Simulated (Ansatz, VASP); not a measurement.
# One calculation of RbBr, two programs

Contents of INCAR:

```
ALGO = Normal
EDIFF = 1E-7
ENCUT = 520
GGA = PS
ISIF = 2
ISMEAR = 0
LASPH = True
LCHARG = False
LREAL = False
LWAVE = False
NBANDS = 15
NELM = 60
PREC = Accurate
SIGMA = 0.05
```

KPOINTS

```
k-points
0
Gamma
  6 6 6
```

POSCAR

```
RbBr
1.0
    0.0000000000      3.6182993005      3.0755544054
    3.6182993005      0.0000000000      3.0755544054
    3.6182993005      3.6182993005      0.0000000000
Rb Br
1 1
Direct
    0.0000000000      0.0000000000      0.0000000000
    0.5000000000      0.5000000000      0.5000000000
```

Input for Ansatz:

```yaml
crystal:
  lattice:
    - [0.0, 3.6182993005, 3.0755544054]
    - [3.6182993005, 0.0, 3.0755544054]
    - [3.6182993005, 3.6182993005, 0.0]
  atoms:
    - { symbol: Rb, position: [0.0, 0.0, 0.0] }
    - { symbol: Br, position: [0.5, 0.5, 0.5] }
basis:
  ecutwfc: 420
kpoints:
  mp_grid: { grid: [6, 6, 6] }
hamiltonian:
  xc: pbesol
scf:
  occupations: { method: gaussian, width: 0.05 }
output:
  forces: true
  stress: true
  eigenvalues: true
```

Alike in both runs: task single point; functional PBEsol; k mesh 6 × 6 × 6; occupations gaussian, width 0.05 eV; no spin polarisation.

|  | VASP | Ansatz |
| --- | --- | --- |
| version | VASP 6.6.1 | Ansatz 0.2.0 |
| potentials or method | VASP PAW PBE potentials, release 64 (Rb_sv, Br), cutoff 520 eV | scalar-relativistic, plane waves, PAW |
| valence electrons in the cell | 16 | 16 |

|  | VASP | Ansatz | Ansatz less VASP |
| --- | --- | --- | --- |
| gap on the k mesh at the Fermi level (eV) | 3.90 | 3.91 | +0.006 |
| least direct gap on the mesh (eV) | 3.90 | 3.91 | +0.006 |
| pressure (GPa) | 1.4 | 1.4 | -0.05 |
| traceless stress, the component that is largest in VASP (GPa) | 4.88 | 4.81 | -0.074 |

VASP's potentials were made for PBE, not for PBEsol.
